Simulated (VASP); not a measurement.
Set up this calculation in VASP 6.6.1, as the native input.

```yaml
Task: single point
Functional: r2SCAN
Potentials_or_basis: VASP PAW PBE potentials, release 64 (Be)
Cutoff: 520 eV
k_mesh: 8 × 8 × 8
Occupations: gaussian, width 0.1 eV
Spin: no spin polarisation
Dipole_correction: no
Further_INCAR_settings: ALGO = Normal; EDIFF = 1e-07; NBANDS = 9
```

Crystal: Be.

```
Be
1.0
    -2.09626    2.09626    1.06061
     2.09626   -2.09626    1.06061
     2.09626    2.09626   -1.06061
Be
2
Direct
  0.00000 0.00000 0.00000
  0.75000 0.25000 0.50000
```

One way to write it, as run:

POSCAR

```
Be
1.0
   -2.0962571802      2.0962571802      1.0606075598
    2.0962571802     -2.0962571802      1.0606075598
    2.0962571802      2.0962571802     -1.0606075598
Be
2
Direct
    0.0000000000      0.0000000000      0.0000000000
    0.7500000000      0.2500000000      0.5000000000
```

INCAR.step1

```
SYSTEM = Be
PREC = Accurate
ENCUT = 520
ISMEAR = 0
SIGMA = 0.1
LREAL = .FALSE.
LASPH = .TRUE.
NELM = 80
NBANDS = 9
GGA = PE
ALGO = Normal
EDIFF = 1E-4
LWAVE = .TRUE.
LCHARG = .FALSE.
```

INCAR.step2

```
SYSTEM = Be
PREC = Accurate
ENCUT = 520
EDIFF = 1E-7
ISMEAR = 0
SIGMA = 0.1
LREAL = .FALSE.
LASPH = .TRUE.
NELM = 80
ALGO = Normal
ISIF = 2
LWAVE = .FALSE.
LCHARG = .TRUE.
METAGGA = R2SCAN
LMIXTAU = .TRUE.
LELF = .TRUE.
LVHAR = .TRUE.
NBANDS = 9
ISTART = 1
```

KPOINTS

```
Automatic mesh
0
G
  8 8 8
  0 0 0
```

Potentials or basis: VASP PAW PBE potentials, release 64 (Be).

Run with:

```console
$ cat potpaw_PBE.64/Be/POTCAR > POTCAR
$ cp INCAR.step1 INCAR
$ mpirun -np 1 vasp_std > vasp.out
$ cp INCAR.step2 INCAR
$ mpirun -np 1 vasp_std > vasp.out
```

Results of the run:

The pressure is 0.1 GPa and the band gap on the k mesh is zero (band 2 reaches 9.33 eV, above the bottom of band 3 at 3.88 eV).

Caveat: the k points lie up to 0.41 Å⁻¹ apart; the PAW data sets were made with another functional, which shifts forces and pressure a little.

It took 25 s on 1 thread of AMD EPYC 9R45 96-Core Processor (Zen 5) (shared host), peak memory 0.11 GiB.
